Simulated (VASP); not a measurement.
Input of a VASP 6.6.1 run:

File INCAR:

```
  ALGO = Normal
  EDIFF = 1E-6
  ENCUT = 500
  GGA = PE
  GGA_COMPAT = F
  ISIF = 2
  ISMEAR = 0
  LASPH = T
  LCHARG = F
  LMAXMIX = 6
  LREAL = F
  LWAVE = F
  NBANDS = 30
  NELM = 200
  PREC = Accurate
  SIGMA = 0.1
```

The input KPOINTS:

```
k-points
0
Gamma
  6 6 10
```

POSCAR

```
Er4Br
1.0
    3.9836150657     -5.2917048776      0.0000000000
    3.9836150657      5.2917048776      0.0000000000
    0.0000000000      0.0000000000      3.5437427818
Er Br
4 1
Direct
    0.7696315901      0.2303684099      0.5000000000
    0.2047409042      0.2047409042      0.0000000000
    0.7952590958      0.7952590958      0.0000000000
    0.2303684099      0.7696315901      0.5000000000
    0.5000000000      0.5000000000      0.5000000000
```

Potentials or basis: VASP PAW PBE potentials, release 64 (Er_3, Br), 4f in core.

Command:

```sh
$ cat potpaw_PBE.64/Er_3/POTCAR potpaw_PBE.64/Br/POTCAR > POTCAR
$ mpirun -np 1 vasp_std > vasp.out
```

(1) Estimate the band gap on the k mesh.

(2) Estimate the largest force.

(3) Predict the pressure.

Results:

(1) zero (an odd number of electrons rules out a gap without spin polarisation).

(2) 0.046 eV/Å.

(3) 0.3 GPa.

Caveat: spin-orbit coupling is left out, which moves the levels of the heavy elements; the 4f electrons are frozen in the core, so they carry no moment and show no levels; an odd number of electrons without spin polarisation forces a metal; a magnetic or distorted state may lie lower; the run has no spin polarisation, though such a crystal can be magnetic.
